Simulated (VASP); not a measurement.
# TaN (P-6m2) in VASP: a series of runs, part 2 of 3

VASP 6.6.1.

### Step 3. Relaxation of cell and atoms, PBE+U

This run uses another cell than the first one, of 10.78 Å³/atom, 0.943 times its volume.

INCAR

```
PREC = Accurate
ENCUT = 600
EDIFF = 1E-7
ISMEAR = -1
SIGMA = 0.05
LREAL = F
LASPH = T
NELM = 200
ALGO = Normal
ISIF = 3
LWAVE = F
LCHARG = F
LMAXMIX = 4
LDAU = T
LDAUTYPE = 2
LDAUL = 2 -1
LDAUU = 8 0
LDAUJ = 0 0
LDAUPRINT = 1
GGA = PE
IBRION = 2
NSW = 60
EDIFFG = -0.01
GGA_COMPAT = F
NELMIN = 4
```

KPOINTS

```
regular mesh
0
Gamma
  10 10 9
```

POSCAR

```
TaN
1.0
    2.9380011100      0.0000000000      0.0000000000
   -1.4690005500      2.5443836000      0.0000000000
    0.0000000000      0.0000000000      2.8830022100
Ta N
1 1
Direct
    0.3333333333      0.6666666667      0.5000000000
    0.0000000000      0.0000000000      0.0000000000
```

Potentials or basis: VASP PAW PBE potentials, release 64 (Ta_sv_GW, N).

Command:

```bash
$ cat potpaw_PBE.64/Ta_sv_GW/POTCAR potpaw_PBE.64/N/POTCAR > POTCAR
$ mpirun -np 1 vasp_std > vasp.out
```

OUTCAR:

```text
PREC = Accurate
   ENCUT = 600
   EDIFF = 1E-7
   ISMEAR = -1
   LREAL = F
   LASPH = T
   NELM = 200
   ISIF = 3
   GGA = PE
   IBRION = 2
   NSW = 60
   EDIFFG = -0.01
   NELMIN = 4

 ion  position               nearest neighbor table
   1  0.333  0.667  0.500-   2 2.23   2 2.23   2 2.23   2 2.23   2 2.23   2 2.23
   2  0.000  0.000  0.000-   1 2.23   1 2.23   1 2.23   1 2.23   1 2.23   1 2.23

  LATTYP: Found a hexagonal cell.
 ALAT       =     2.9380011100
 C/A-ratio  =     0.9812801636

  Lattice vectors:

 A1 = (   2.9380011100,   0.0000000000,   0.0000000000)
 A2 = (  -1.4690005500,   2.5443836000,   0.0000000000)
 A3 = (   0.0000000000,   0.0000000000,   2.8830022100)

Analysis of symmetry for initial positions (statically):
=====================================================================
 Subroutine PRICEL returns:
[... 780 lines left out ...]
  o =  0.2784  v =  0.0000  0.0000  0.0000  0.0000  0.0000 -0.0000  0.0000  1.0000  0.0000  0.0000      0.0000  0.0000  0.0000  0.0000  0.0000  0.0000  0.0000  0.0000  0.0000  0.0000

--------------------------------------- Ionic step       10  -------------------------------------------

 number of electron      18.0000002 magnetization

 Free energy of the ion-electron system (eV)
  ---------------------------------------------------
  ext. energy  EPLUGINS =         0.00000000
  ---------------------------------------------------
  free energy    TOTEN  =       -18.24835160 eV

  energy without entropy =      -18.24800466  energy(sigma->0) =      -18.24817813

 E-fermi :  12.6279     XC(G=0): -13.1912

 val. band max:       12.5159936999   @ k =   0.0000   0.0000   0.4444
 cond. band min:      12.8078383449   @ k =   0.1000  -0.0000   0.4444
 fundamental gap:      0.2918446449
 Fermi energy:        12.6278918628

 k-point     1 :       0.0000    0.0000    0.0000
  band No.  band energies     occupation
      1     -58.4035      2.00000
      2     -24.6126      2.00000
      3     -24.4093      2.00000
      4     -24.4093      2.00000
      5      -5.4923      2.00000
      6       7.8947      2.00000
      7       7.8947      2.00000
      8       8.1694      2.00000
      9       8.8580      2.00000
     10      12.9630      0.00245
     11      15.4541      0.00000
     12      15.4541      0.00000
     13      16.8712      0.00000
[... 397 lines left out ...]
  FREE ENERGIE OF THE ION-ELECTRON SYSTEM (eV)
  ---------------------------------------------------
  free  energy   TOTEN  =       -18.2483515955 eV

  energy  without entropy=      -18.2480046556  energy(sigma->0) =      -18.24817813

 reached required accuracy - stopping structural energy minimisation
```

OSZICAR:

```text
N       E                     dE             d eps       ncg     rms          rms(c)
DAV:   1     0.138953203759E+03    0.13895E+03   -0.12572E+04  1836   0.158E+03
DAV:   2    -0.153723336077E+02   -0.15433E+03   -0.14957E+03  2388   0.399E+02
[... 116 lines left out ...]
DAV:   5    -0.182483617087E+02   -0.18878E-04   -0.31366E-04  2025   0.134E-01    0.189E+00
DAV:   6    -0.182483454688E+02    0.16240E-04   -0.26565E-05  1935   0.423E-02    0.647E-01
DAV:   7    -0.182483463223E+02   -0.85348E-06   -0.19205E-06  2655   0.162E-02    0.218E-01
DAV:   8    -0.182483499615E+02   -0.36393E-05   -0.15705E-06  2030   0.954E-03    0.138E-01
DAV:   9    -0.182483516132E+02   -0.16516E-05   -0.10734E-06  2025   0.100E-02    0.375E-02
DAV:  10    -0.182483515955E+02    0.17693E-07   -0.24333E-08   920   0.167E-03
  10 F= -.18248352E+02 E0= -.18248178E+02  d E =-.232771E-04
```

CONTCAR:

```text
TaN
   1.00000000000000
     3.0262468343944597    0.0000000001741473    0.0000000000000000
    -1.5131234118962342    2.6208066392301368   -0.0000000000000000
     0.0000000000000000   -0.0000000000000000    2.9743868354692293
  Ta              N
     1     1
Direct
     0.3333333332999970    0.6666666667000030    0.5000000000000000
     0.0000000000000000    0.0000000000000000    0.0000000000000000

  0.00000000E+00  0.00000000E+00  0.00000000E+00
  0.00000000E+00  0.00000000E+00  0.00000000E+00
```

It took 96 s on 1 thread of Intel Xeon Platinum 8559C (Emerald Rapids), shared host; peak memory 0.17 GiB.

Results:

```yaml
Free_energy: -18.2484 eV
Relaxed_volume: 11.80 Å³/atom
Relaxed_cell: a = 3.026 Å, b = 3.026 Å, c = 2.974 Å, α = 90.00°, β = 90.00°, γ = 120.00°
Space_group_after_relaxing_to_0.05_Å: P-6m2 (No. 187)
Energy_gained_by_relaxing: 96.5 meV/atom
Ionic_steps: 10
Pressure_after_relaxing: 0.0 GPa
Band_gap_on_the_k_mesh: zero (band 9 reaches 12.85 eV, above the bottom of band 10 at 12.52 eV)
```

Step by step:
```
step  energy change (eV)  largest force (eV/Å)  pressure (GPa)  volume (Å³)
   1              0.0000                0.0000           32.73        21.55
   2              0.6651                0.0000          -40.60        29.17
   3             -0.1918                0.0000           -2.04        23.75
   4             -0.1929                0.0000           -0.20        23.60
   5             -0.1928                0.0000            0.35        23.56
   6             -0.1929                0.0000            0.27        23.57
   7             -0.1930                0.0000            0.31        23.57
   8             -0.1930                0.0000            0.31        23.57
   9             -0.1930                0.0000           -0.48        23.63
  10             -0.1930                0.0000           -0.01        23.59
```

Final structure:
```cif
data_structure
_symmetry_space_group_name_H-M 'P 1'
_symmetry_Int_Tables_number 1
_cell_length_a 3.0262
_cell_length_b 3.0262
_cell_length_c 2.9744
_cell_angle_alpha 90.000
_cell_angle_beta 90.000
_cell_angle_gamma 120.000
_cell_volume 23.59
loop_
_atom_site_label
_atom_site_type_symbol
_atom_site_fract_x
_atom_site_fract_y
_atom_site_fract_z
_atom_site_occupancy
Ta1 Ta 0.33333 0.66667 0.50000 1
N1 N 0.00000 0.00000 0.00000 1
```

Eigenvalues of the final occupation matrices:
```csv
site,spin,trace,eigenvalues
site 1 d,1,0.98,0.13 0.13 0.22 0.22 0.28
site 1 d,2,0.98,0.13 0.13 0.22 0.22 0.28
```

Caveat: spin-orbit coupling is left out, which moves the levels of the heavy elements; U without spin polarisation on a metal has little footing. PBE usually gives volumes a little too large and moduli too small.

### Step 4. Relaxation of cell and atoms, r2SCAN

This run uses another cell than the first one, of 10.78 Å³/atom, 0.943 times its volume.

POSCAR is that of step 3.

INCAR.step1

```
SYSTEM = TaN
PREC     = Accurate       ! precision mode
ENCUT    = 600            ! plane-wave cutoff, eV
ISMEAR   = -1             ! smearing method
SIGMA    = 0.05           ! smearing width, eV
LREAL    = .False.        ! projectors in reciprocal space
LASPH    = .True.         ! aspherical terms in the spheres
NELM     = 80             ! most SCF steps
GGA      = PE             ! functional
ALGO     = Normal         ! electronic algorithm
EDIFF    = 1E-4           ! SCF threshold, eV
LWAVE    = .True.         ! write WAVECAR
LCHARG   = .False.        ! write CHGCAR
```

INCAR.step2

```
SYSTEM = TaN
PREC     = Accurate       ! precision mode
ENCUT    = 600            ! plane-wave cutoff, eV
EDIFF    = 1E-6           ! SCF threshold, eV
ISMEAR   = -1             ! smearing method
SIGMA    = 0.05           ! smearing width, eV
LREAL    = .False.        ! projectors in reciprocal space
LASPH    = .True.         ! aspherical terms in the spheres
NELM     = 80             ! most SCF steps
ALGO     = Normal         ! electronic algorithm
ISIF     = 3              ! what is computed and relaxed
LWAVE    = .False.        ! write WAVECAR
LCHARG   = .False.        ! write CHGCAR
METAGGA  = R2SCAN         ! meta-GGA
LMIXTAU  = .True.       
IBRION   = 2              ! ionic algorithm
NSW      = 60             ! ionic steps
EDIFFG   = -0.01          ! ionic threshold
ISTART   = 1
```

KPOINTS

```
Automatic mesh
0
Gamma
  10 10 9
  0 0 0
```

Potentials or basis: VASP PAW PBE potentials, release 64 (Ta_pv, N).

Command:

```bash
$ cat potpaw_PBE.64/Ta_pv/POTCAR potpaw_PBE.64/N/POTCAR > POTCAR
$ cp INCAR.step1 INCAR
$ mpirun -np 1 vasp_std > vasp.out
$ cp INCAR.step2 INCAR
$ mpirun -np 1 vasp_std > vasp.out
```

OUTCAR:

```text
SYSTEM = TaN
   PREC = Accurate
   ENCUT = 600
   EDIFF = 1E-6
   ISMEAR = -1
   LREAL = .False.
   LASPH = .True.
   NELM = 80
   ISIF = 3
   METAGGA = R2SCAN
   IBRION = 2
   NSW = 60
   EDIFFG = -0.01
   ISTART = 1

 ion  position               nearest neighbor table
   1  0.333  0.667  0.500-   2 2.23   2 2.23   2 2.23   2 2.23   2 2.23   2 2.23
   2  0.000  0.000  0.000-   1 2.23   1 2.23   1 2.23   1 2.23   1 2.23   1 2.23

  LATTYP: Found a hexagonal cell.
 ALAT       =     2.9380011100
 C/A-ratio  =     0.9812801636

  Lattice vectors:

 A1 = (   2.9380011100,   0.0000000000,   0.0000000000)
 A2 = (  -1.4690005500,   2.5443836000,   0.0000000000)
 A3 = (   0.0000000000,   0.0000000000,   2.8830022100)

Analysis of symmetry for initial positions (statically):
=====================================================================
 Subroutine PRICEL returns:
 Original cell was already a primitive cell.

 Routine SETGRP: Setting up the symmetry group for a
 hexagonal supercell.

 Subroutine GETGRP returns: Found 12 space group operations
 (whereof 12 operations were pure point group operations)
 out of a pool of 24 trial point group operations.

The static configuration has the point symmetry D_3h.

Analysis of symmetry for dynamics (positions and initial velocities):
=====================================================================
 Subroutine PRICEL returns:
 Original cell was already a primitive cell.

 Routine SETGRP: Setting up the symmetry group for a
 hexagonal supercell.

 Subroutine GETGRP returns: Found 12 space group operations
 (whereof 12 operations were pure point group operations)
 out of a pool of 24 trial point group operations.

The dynamic configuration has the point symmetry D_3h.

 Subroutine INISYM returns: Found 12 space group operations
 (whereof 12 operations are pure point group operations),
 and found     1 'primitive' translations

----------------------------------------------------------------------------------------

                                     Primitive cell

  volume of cell :      21.5516

  direct lattice vectors                    reciprocal lattice vectors
     2.938001110  0.000000000  0.000000000     0.340367468  0.196511249  0.000000000
    -1.469000550  2.544383600  0.000000000     0.000000000  0.393022499  0.000000000
     0.000000000  0.000000000  2.883002210     0.000000000  0.000000000  0.346860643

  length of vectors
     2.938001110  2.938001110  2.883002210     0.393022499  0.393022499  0.346860643

  position of ions in fractional coordinates (direct lattice)
     0.333333333  0.666666667  0.500000000
     0.000000000  0.000000000  0.000000000

  ion indices of the primitive-cell ions
   primitive index   ion index
                 1           1
                 2           2

----------------------------------------------------------------------------------------

 KPOINTS: Automatic mesh

Automatic generation of k-mesh.
 Grid dimensions read from file:
 generate k-points for:   10   10    9

[... 52 lines left out ...]
   NGXF,Y,Z  is equivalent  to a cutoff of  27.16, 27.16, 27.68 a.u.
 SYSTEM =  TaN
   PREC   = accura    normal or accurate (medium, high low for compatibility)
   ISTART =      1    job   : 0-new  1-cont  2-samecut
   ICHARG =      0    charge: 1-file 2-atom 10-const
   ISPIN  =      1    spin polarized calculation?
   LNONCOLLINEAR =      F non collinear calculations
   LSORBIT =      F    spin-orbit coupling
   LASPH  =      T    aspherical Exc in radial PAW
   ENCUT  =  600.0 eV  44.10 Ry    6.64 a.u.   5.87  5.87  5.76*2*pi/ulx,y,z
   NELM   =     80;   NELMIN=  2; NELMDL=  0     # of ELM steps
   EDIFF  = 0.1E-05   stopping-criterion for ELM
   LREAL  =      F    real-space projection
   EDIFFG = -.1E-01   stopping-criterion for IOM
   NSW    =     60    number of steps for IOM
   IBRION =      2    ionic relax: 0-MD 1-quasi-New 2-CG
   NFREE  =      1    steps in history (QN), initial steepest desc. (CG)
   ISIF   =      3    stress and relaxation
   ISYM   =      2    0-nonsym 1-usesym 2-fastsym
   POTIM  = 0.5000    time-step for ionic-motion
   TEBEG  =    0.0;   TEEND  =   0.0 temperature during run
   PSTRESS=    0.0 pullay stress
   NELECT =      16.0000    total number of electrons
   NUPDOWN=      -1.0000    fix difference up-down
   EMIN   =  10.00;   EMAX   =-10.00  energy-range for DOS
   EFERMI =   0.00;   METHOD = LEGACY
   ISMEAR =    -1;   SIGMA  =   0.05  broadening in eV -4-tet -1-fermi 0-gaus
   EFERMI_NEDOS =   21; number of points for ismear=-14 and -15
   IALGO  =     38    algorithm
   IMIX   =      4    mixing-type and parameters
     AMIX     =   0.40;   BMIX     =  1.00
     AMIX_MAG =   1.60;   BMIX_MAG =  1.00
  volume/ion in A,a.u.               =      10.78        72.72
  Fermi-wavevector in a.u.,A,eV,Ry     =   1.482364  2.801263 29.897501  2.197404
  Thomas-Fermi vector in A             =   2.596160
   LORBIT       =      0    0 simple, 1 ext, 2 COOP (PROOUT), +10 PAW based schemes
   METAGGA = R2SCAN    functional components
   LHFCALC =     F    Hartree Fock is set to
   AEXX    =    0.0000 exact exchange contribution
   IVDW    =     0    specifies the selected vdW correction
   LEPSILON=     F    determine dielectric tensor
   LRPA    =     F    only Hartree local field effects (RPA)
 conjugate gradient relaxation of ions
 non-spin polarized calculation
  energy-cutoff  :      600.00
  volume of cell :       21.55
 maximum number of plane-waves:       729
 NGX is ok and might be reduce to    24
   NGX = 11   NGY = 11   NGZ = 11

--------------------------------------- Ionic step        1  -------------------------------------------

 number of electron      16.0000001 magnetization

 Free energy of the ion-electron system (eV)
  ---------------------------------------------------
  ext. energy  EPLUGINS =         0.00000000
  ---------------------------------------------------
  free energy    TOTEN  =       -60.39706794 eV

  energy without entropy =      -60.39681326  energy(sigma->0) =      -60.39694060

------------------------ aborting loop because EDIFF is reached ----------------------------------------

  FORCE on cell =-STRESS in cart. coord.  units (eV):
  Direction    XX          YY          ZZ          XY          YZ          ZX
  --------------------------------------------------------------------------------------
  -------------------------------------------------------------------------------------
  Total        0.1498265      0.1498265      0.2674424      0.0000000     -0.0000000      0.0000000
  in kB       11.1383227     11.1383227     19.8820607      0.0000000     -0.0000000      0.0000000
  external PRESSURE =      14.0529020 kB  Pullay stress =       0.0000000 kB
[... 59 lines left out ...]
--------------------------------------- Ionic step        3  -------------------------------------------

 number of electron      16.0000001 magnetization

 Free energy of the ion-electron system (eV)
  ---------------------------------------------------
  ext. energy  EPLUGINS =         0.00000000
  ---------------------------------------------------
  free energy    TOTEN  =       -60.39746384 eV

  energy without entropy =      -60.39720704  energy(sigma->0) =      -60.39733544

 E-fermi :   8.2587     XC(G=0): -14.3239

 val. band max:        8.1246556987   @ k =   0.0000   0.0000   0.4444
 cond. band min:       8.4589493809   @ k =   0.0000   0.0000   0.3333
 fundamental gap:      0.3342936823
 Fermi energy:         8.2586597456

 k-point     1 :       0.0000    0.0000    0.0000
  band No.  band energies     occupation
      1     -27.9775      2.00000
      2     -27.7157      2.00000
      3     -27.7157      2.00000
      4     -10.6006      2.00000
      5       3.3731      2.00000
      6       3.3731      2.00000
      7       3.7980      2.00000
      8       5.0318      2.00000
      9      10.6417      0.00000
     10      11.9088      0.00000
     11      11.9088      0.00000
     12      12.3827      0.00000
[... 331 lines left out ...]
 k-point    24 :       0.4000    0.1000    0.1111
  band No.  band energies     occupation
      1     -28.6994      2.00000
      2     -28.0013      2.00000
      3     -27.9310      2.00000
      4      -8.3394      2.00000
      5      -0.1549      2.00000
      6       2.5437      2.00000
      7       3.7913      2.00000
      8       5.7830      2.00000
      9      10.9133      0.00000
     10      11.9111      0.00000
     11      12.9110      0.00000
     12      14.2560      0.00000

 [... further k-points ...]

------------------------ aborting loop because EDIFF is reached ----------------------------------------

  FORCE on cell =-STRESS in cart. coord.  units (eV):
  Direction    XX          YY          ZZ          XY          YZ          ZX
  --------------------------------------------------------------------------------------
  -------------------------------------------------------------------------------------
  Total       -0.0100017     -0.0100017      0.0141233     -0.0000000     -0.0000000      0.0000000
  in kB       -0.7406856     -0.7406856      1.0459082     -0.0000000     -0.0000000      0.0000000
  external PRESSURE =      -0.1451543 kB  Pullay stress =       0.0000000 kB
[... 17 lines left out ...]
  FREE ENERGIE OF THE ION-ELECTRON SYSTEM (eV)
  ---------------------------------------------------
  free  energy   TOTEN  =       -60.3974638359 eV

  energy  without entropy=      -60.3972070412  energy(sigma->0) =      -60.39733544

 reached required accuracy - stopping structural energy minimisation
```

It took 68 s on 1 thread of Intel Xeon 6975P-C (Granite Rapids), shared host; peak memory 0.17 GiB.

What came out:

* Free energy: -60.3975 eV
* Relaxed volume: 10.82 Å³/atom
* Relaxed cell: a = 2.941 Å, b = 2.941 Å, c = 2.888 Å, α = 90.00°, β = 90.00°, γ = 120.00°
* Space group after relaxing (to 0.05 Å): P-6m2 (No. 187)
* Energy gained by relaxing: 0.2 meV/atom
* Ionic steps: 3
* Pressure after relaxing: 0.0 GPa
* Band gap on the k mesh: zero (band 8 reaches 8.46 eV, above the bottom of band 9 at 8.12 eV)

The path:
| step | energy change (eV) | largest force (eV/Å) | pressure (GPa) | volume (Å³) |
| --- | --- | --- | --- | --- |
| 1 | 0.0000 | 0.0000 | 1.41 | 21.55 |
| 2 | 0.0021 | 0.0000 | -3.52 | 21.85 |
| 3 | -0.0004 | 0.0000 | -0.01 | 21.63 |

Final structure:
```xyz
2
Lattice="2.9410 0.0000 0.0000 -1.4705 2.5470 0.0000 0.0000 0.0000 2.8882" Properties=species:S:1:pos:R:3 pbc="T T T"
Ta    0.0000    1.6980    1.4441
N    -1.4705    2.5470    0.0000
```

Caveat: the PAW data sets were made with another functional, which shifts forces and pressure a little; spin-orbit coupling is left out, which moves the levels of the heavy elements. Zero-point motion and thermal expansion aren't in these numbers.

(Part 2 of 3 ends here.)
